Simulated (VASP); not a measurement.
Input of a VASP 6.6.1 run:

Contents of INCAR:

```
PREC = Accurate
ENCUT = 630
EDIFF = 1E-6
ISMEAR = 0
SIGMA = 0.1
LREAL = F
LASPH = T
NELM = 120
ALGO = Normal
ISIF = 2
LWAVE = F
LCHARG = T
LELF = T
LVHAR = T
NBANDS = 47
GGA_COMPAT = F
```

KPOINTS

```
Automatic mesh
0
Gamma
  5 5 5
```

File POSCAR:

```
Cd3Pd
1.0
    4.1076997000      0.0000000000      0.0000000000
    0.0000000000      4.1076997000      0.0000000000
    0.0000000000      0.0000000000      4.1076997000
Cd Pd
3 1
Direct
    0.0000000000      0.5000000000      0.5000000000
    0.5000000000      0.0000000000      0.5000000000
    0.5000000000      0.5000000000      0.0000000000
    0.0000000000      0.0000000000      0.0000000000
```

Potentials or basis: VASP PAW LDA potentials, release 64 (Cd_sv_GW, Pd_sv_GW).

Run with:

```console
$ cat potpaw_LDA.64/Cd_sv_GW/POTCAR potpaw_LDA.64/Pd_sv_GW/POTCAR > POTCAR
$ mpirun -np 1 vasp_std > vasp.out
```

(1) What does it give for the pressure?

(2) Predict the band gap on the k mesh.

Answers

(1) 0.1 GPa.

(2) zero (bands 39 and 40 overlap by 3.93 eV).
